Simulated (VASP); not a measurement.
# FeO (Pm-3m) in VASP: a series of runs

FeO is run at these levels: PBE; tasks: single point.

Program: VASP 6.6.1. These are calculated values, not measurements. Logs are shortened: lines on timing, memory, paths and dates and some standing lists are left out, and cuts for length are marked.

### 1 The cell of the first run

It takes space group Pm-3m (No. 221, cubic). Conventional cell: a = 2.612 Å, b = 2.612 Å, c = 2.612 Å, α = 90.00°, β = 90.00°, γ = 90.00°. Within 3.0 Å of Fe (site symmetry m-3m) lie 8 O at 2.26 Å and 6 Fe at 2.61 Å. Within 3.0 Å of O (site symmetry m-3m) lie 8 Fe at 2.26 Å and 6 O at 2.61 Å.

### 2 Single point, PBE, collinear spin, ferromagnetic start

File INCAR:

```
PREC = Accurate ; ENCUT = 600
EDIFF = 1E-6 ; ISMEAR = -1
SIGMA = 0.05 ; LREAL = F
LASPH = T ; NELM = 200
ALGO = Normal ; ISIF = 2
LWAVE = F ; LCHARG = F
ISPIN = 2 ; MAGMOM = 3 0
LORBIT = 11 ; LMAXMIX = 4
GGA = PE ; NBANDS = 22
GGA_COMPAT = F
```

File KPOINTS:

```
Automatic mesh
0
Gamma
  10 10 10
```

File POSCAR:

```
FeO
1.0
    2.6124696300      0.0000000000      0.0000000000
    0.0000000000      2.6124696300      0.0000000000
    0.0000000000      0.0000000000      2.6124696300
Fe O
1 1
Direct
    0.0000000000      0.0000000000      0.0000000000
    0.5000000000      0.5000000000      0.5000000000
```

Potentials or basis: VASP PAW PBE potentials, release 64 (Fe_sv, O).

Command:

```sh
$ cat potpaw_PBE.64/Fe_sv/POTCAR potpaw_PBE.64/O/POTCAR > POTCAR
$ mpirun -np 1 vasp_std > vasp.out
```

OUTCAR:

```text
PREC = Accurate
   ENCUT = 600
   EDIFF = 1E-6
   ISMEAR = -1
   LREAL = F
   LASPH = T
   NELM = 200
   ISIF = 2
   ISPIN = 2
   LORBIT = 11
   GGA = PE

 ion  position               nearest neighbor table
   1  0.000  0.000  0.000-
   2  0.500  0.500  0.500-

  LATTYP: Found a simple cubic cell.
 ALAT       =     2.6124696300

  Lattice vectors:

 A1 = (   2.6124696300,   0.0000000000,   0.0000000000)
 A2 = (   0.0000000000,   2.6124696300,   0.0000000000)
 A3 = (   0.0000000000,   0.0000000000,   2.6124696300)

Analysis of symmetry for initial positions (statically):
=====================================================================
 Subroutine PRICEL returns:
 Original cell was already a primitive cell.

 Routine SETGRP: Setting up the symmetry group for a
 simple cubic supercell.

 Subroutine GETGRP returns: Found 48 space group operations
 (whereof 48 operations were pure point group operations)
 out of a pool of 48 trial point group operations.

The static configuration has the point symmetry O_h .

Analysis of symmetry for dynamics (positions and initial velocities):
=====================================================================
 Subroutine PRICEL returns:
 Original cell was already a primitive cell.

 Routine SETGRP: Setting up the symmetry group for a
 simple cubic supercell.

 Subroutine GETGRP returns: Found 48 space group operations
 (whereof 48 operations were pure point group operations)
 out of a pool of 48 trial point group operations.

The dynamic configuration has the point symmetry O_h .

Analysis of structural, dynamic, and magnetic symmetry:
=====================================================================
 Subroutine PRICEL returns:
 Original cell was already a primitive cell.

 Routine SETGRP: Setting up the symmetry group for a
 simple cubic supercell.

 Subroutine GETGRP returns: Found 48 space group operations
 (whereof 48 operations were pure point group operations)
 out of a pool of 48 trial point group operations.

The overall configuration has the point symmetry O_h .

 Subroutine INISYM returns: Found 48 space group operations
 (whereof 48 operations are pure point group operations),
 and found     1 'primitive' translations

----------------------------------------------------------------------------------------

                                     Primitive cell

  volume of cell :      17.8301

  direct lattice vectors                    reciprocal lattice vectors
     2.612469630  0.000000000  0.000000000     0.382779569  0.000000000  0.000000000
     0.000000000  2.612469630  0.000000000     0.000000000  0.382779569  0.000000000
     0.000000000  0.000000000  2.612469630     0.000000000  0.000000000  0.382779569

  length of vectors
     2.612469630  2.612469630  2.612469630     0.382779569  0.382779569  0.382779569

  position of ions in fractional coordinates (direct lattice)
     0.000000000  0.000000000  0.000000000
     0.500000000  0.500000000  0.500000000

  ion indices of the primitive-cell ions
   primitive index   ion index
                 1           1
                 2           2

----------------------------------------------------------------------------------------

 KPOINTS: Automatic mesh

Automatic generation of k-mesh.
 Grid dimensions read from file:
 generate k-points for:   10   10   10

 Generating k-lattice:

  Cartesian coordinates                     Fractional coordinates (reciprocal lattice)
     0.038277957  0.000000000  0.000000000     0.100000000  0.000000000  0.000000000
     0.000000000  0.038277957  0.000000000     0.000000000  0.100000000  0.000000000
     0.000000000  0.000000000  0.038277957     0.000000000  0.000000000  0.100000000

  Length of vectors
     0.038277957  0.038277957  0.038277957

  Shift w.r.t. Gamma in fractional coordinates (k-lattice)
     0.000000000  0.000000000  0.000000000

 Subroutine IBZKPT returns following result:
 ===========================================

 Found     56 irreducible k-points:

 Following reciprocal coordinates:
            Coordinates               Weight
  0.000000  0.000000  0.000000      1.000000
  0.100000  0.000000  0.000000      6.000000
  0.200000  0.000000  0.000000      6.000000
  0.300000  0.000000  0.000000      6.000000
  0.400000  0.000000  0.000000      6.000000
  0.500000  0.000000  0.000000      3.000000
[... 16 lines left out ...]
  0.200000  0.100000  0.100000     24.000000
  0.300000  0.100000  0.100000     24.000000
 [... further k-points ...]
   k-points           NKPTS =     56   k-points in BZ     NKDIM =     56   number of bands    NBANDS=     22
   number of dos      NEDOS =    301   number of ions     NIONS =      2
   total plane-waves  NPLWV =  13824
   dimension x,y,z NGX =    24 NGY =   24 NGZ =   24
   dimension x,y,z NGXF=    48 NGYF=   48 NGZF=   48
   ions per type =               1   1
   NGX,Y,Z   is equivalent  to a cutoff of  15.27, 15.27, 15.27 a.u.
   NGXF,Y,Z  is equivalent  to a cutoff of  30.55, 30.55, 30.55 a.u.
 SYSTEM =  unknown system
   PREC   = accura    normal or accurate (medium, high low for compatibility)
   ISTART =      0    job   : 0-new  1-cont  2-samecut
   ICHARG =      2    charge: 1-file 2-atom 10-const
   ISPIN  =      2    spin polarized calculation?
   LNONCOLLINEAR =      F non collinear calculations
   LSORBIT =      F    spin-orbit coupling
   LASPH  =      T    aspherical Exc in radial PAW
   ENCUT  =  600.0 eV  44.10 Ry    6.64 a.u.   5.22  5.22  5.22*2*pi/ulx,y,z
   NELM   =    200;   NELMIN=  2; NELMDL= -5     # of ELM steps
   EDIFF  = 0.1E-05   stopping-criterion for ELM
   LREAL  =      F    real-space projection
[... 7 lines left out ...]
   TEBEG  =    0.0;   TEEND  =   0.0 temperature during run
   PSTRESS=    0.0 pullay stress
   NELECT =      22.0000    total number of electrons
   NUPDOWN=      -1.0000    fix difference up-down
   EMIN   =  10.00;   EMAX   =-10.00  energy-range for DOS
   EFERMI =   0.00;   METHOD = LEGACY
   ISMEAR =    -1;   SIGMA  =   0.05  broadening in eV -4-tet -1-fermi 0-gaus
   EFERMI_NEDOS =   21; number of points for ismear=-14 and -15
   IALGO  =     38    algorithm
   IMIX   =      4    mixing-type and parameters
     AMIX     =   0.40;   BMIX     =  1.00
     AMIX_MAG =   1.60;   BMIX_MAG =  1.00
  volume/ion in A,a.u.               =       8.92        60.16
  Fermi-wavevector in a.u.,A,eV,Ry     =   1.755892  3.318155 41.948895  3.083157
  Thomas-Fermi vector in A             =   2.825549
   LORBIT       =     11    0 simple, 1 ext, 2 COOP (PROOUT), +10 PAW based schemes
   GGA     = PE    functional components
   LHFCALC =     F    Hartree Fock is set to
   AEXX    =    0.0000 exact exchange contribution
   IVDW    =     0    specifies the selected vdW correction
   LEPSILON=     F    determine dielectric tensor
   LRPA    =     F    only Hartree local field effects (RPA)
 spin polarized calculation
  energy-cutoff  :      600.00
  volume of cell :       17.83
 maximum number of plane-waves:       624
 NGX is ok and might be reduce to    24
   NGX = 11   NGY = 11   NGZ = 11

 number of electron      22.0000002 magnetization       3.9983148

 Free energy of the ion-electron system (eV)
  ---------------------------------------------------
  ext. energy  EPLUGINS =         0.00000000
  ---------------------------------------------------
  free energy    TOTEN  =       -14.46178180 eV

  energy without entropy =      -14.45988002  energy(sigma->0) =      -14.46083091

 E-fermi :  10.6907     XC(G=0): -13.3413

 val. band max:       10.6731836137   @ k =   0.2000   0.2000   0.0000
 cond. band min:      10.7797334329   @ k =   0.5000   0.3000   0.3000
 fundamental gap:      0.1065498192
 Fermi energy:        10.6907205195

 spin component 1

 k-point     1 :       0.0000    0.0000    0.0000
  band No.  band energies     occupation
      1     -78.8629      1.00000
      2     -44.8310      1.00000
      3     -44.8310      1.00000
      4     -44.8310      1.00000
      5      -9.8729      1.00000
      6       6.0689      1.00000
[... 14 lines left out ...]
     21      41.2934      0.00000
     22      41.2934      0.00000

 k-point     2 :       0.1000    0.0000    0.0000
  band No.  band energies     occupation
      1     -78.8614      1.00000
      2     -44.8450      1.00000
      3     -44.8296      1.00000
      4     -44.8296      1.00000
      5      -9.7669      1.00000
      6       5.7416      1.00000
[... 14 lines left out ...]
     21      40.1122      0.00000
     22      40.1122      0.00000
[... 523 lines left out ...]
     21      37.3154      0.00000
     22      40.8728      0.00000

 k-point    24 :       0.3000    0.1000    0.1000
  band No.  band energies     occupation
      1     -78.8497      1.00000
      2     -44.9268      1.00000
      3     -44.8349      1.00000
      4     -44.8342      1.00000
      5      -8.9215      1.00000
      6       3.3816      1.00000
[... 14 lines left out ...]
     21      37.2537      0.00000
     22      40.1020      0.00000

 [... further k-points ...]

 spin component 2

 k-point     1 :       0.0000    0.0000    0.0000
  band No.  band energies     occupation
      1     -74.7529      1.00000
      2     -40.8073      1.00000
      3     -40.8073      1.00000
      4     -40.8073      1.00000
      5      -9.2558      1.00000
      6       8.4299      1.00000
[... 14 lines left out ...]
     21      41.7577      0.00000
     22      41.7577      0.00000

 k-point     2 :       0.1000    0.0000    0.0000
  band No.  band energies     occupation
      1     -74.7512      1.00000
      2     -40.8243      1.00000
      3     -40.8056      1.00000
      4     -40.8056      1.00000
      5      -9.1472      1.00000
      6       7.1823      1.00000
[... 14 lines left out ...]
     21      40.7418      0.00000
     22      40.7418      0.00000
[... 523 lines left out ...]
     21      38.1851      0.00000
     22      41.4943      0.00000

 k-point    24 :       0.3000    0.1000    0.1000
  band No.  band energies     occupation
      1     -74.7377      1.00000
      2     -40.9221      1.00000
      3     -40.8124      1.00000
      4     -40.8113      1.00000
      5      -8.2772      1.00000
      6       4.2130      1.00000
[... 14 lines left out ...]
     21      38.1169      0.00000
     22      40.9688      0.00000

 [... further k-points ...]
[... 5 lines left out ...]
  --------------------------------------------------------------------------------------
  -------------------------------------------------------------------------------------
  Total        0.7503197      0.7503197      0.7503197     -0.0000000      0.0000000     -0.0000000
  in kB       67.4222449     67.4222449     67.4222449     -0.0000000      0.0000000     -0.0000000
  external PRESSURE =      67.4222449 kB  Pullay stress =       0.0000000 kB

 VOLUME and BASIS-vectors are now :
 -----------------------------------------------------------------------------
  energy-cutoff  :      600.00
  volume of cell :       17.83
      direct lattice vectors                 reciprocal lattice vectors
     2.612469630  0.000000000  0.000000000     0.382779569  0.000000000  0.000000000
     0.000000000  2.612469630  0.000000000     0.000000000  0.382779569  0.000000000
     0.000000000  0.000000000  2.612469630     0.000000000  0.000000000  0.382779569

 POSITION                                       TOTAL-FORCE (eV/Angst)
 -----------------------------------------------------------------------------------
      0.00000      0.00000      0.00000         0.000000      0.000000      0.000000
      1.30623      1.30623      1.30623         0.000000      0.000000      0.000000
 -----------------------------------------------------------------------------------
    total drift:                                0.000000      0.000000     -0.000000

  FREE ENERGIE OF THE ION-ELECTRON SYSTEM (eV)
  ---------------------------------------------------
  free  energy   TOTEN  =       -14.4617818016 eV

  energy  without entropy=      -14.4598800202  energy(sigma->0) =      -14.46083091

 total charge

# of ion       s       p       d       tot
------------------------------------------
    1        2.109   6.001   5.530  13.640
    2        1.566   3.411   0.000   4.977
--------------------------------------------------
tot          3.675   9.411   5.530  18.617

 magnetization (x)

# of ion       s       p       d       tot
------------------------------------------
    1        0.008   0.010   3.391   3.409
    2        0.029   0.339   0.000   0.369
--------------------------------------------------
tot          0.037   0.349   3.391   3.777
```

Run time: 21 s. Hardware: 1 thread of Intel Xeon 6975P-C (Granite Rapids), shared host; peak memory 0.17 GiB.

What came out:

```yaml
Free_energy: -14.4618 eV
Pressure: 6.7 GPa
Band_gap_on_the_k_mesh: zero (filled and empty bands overlap)
Net_moment: 4.00 μB per cell
Site_moments: Fe +3.41; O +0.37 μB
Valence_electrons_inside_the_program's_atomic_spheres: Fe 13.64; O 4.98
```

Caveat: a cell with one magnetic atom can't hold antiferromagnetic order, which such compounds often take; semilocal functionals often make such compounds metallic where correlation or magnetic order opens a gap, which also shifts bond lengths. With open d or f shells a metallic result of PBE can be an artefact of self-interaction; +U or a hybrid may open a gap.

[end of part 1 of 2]
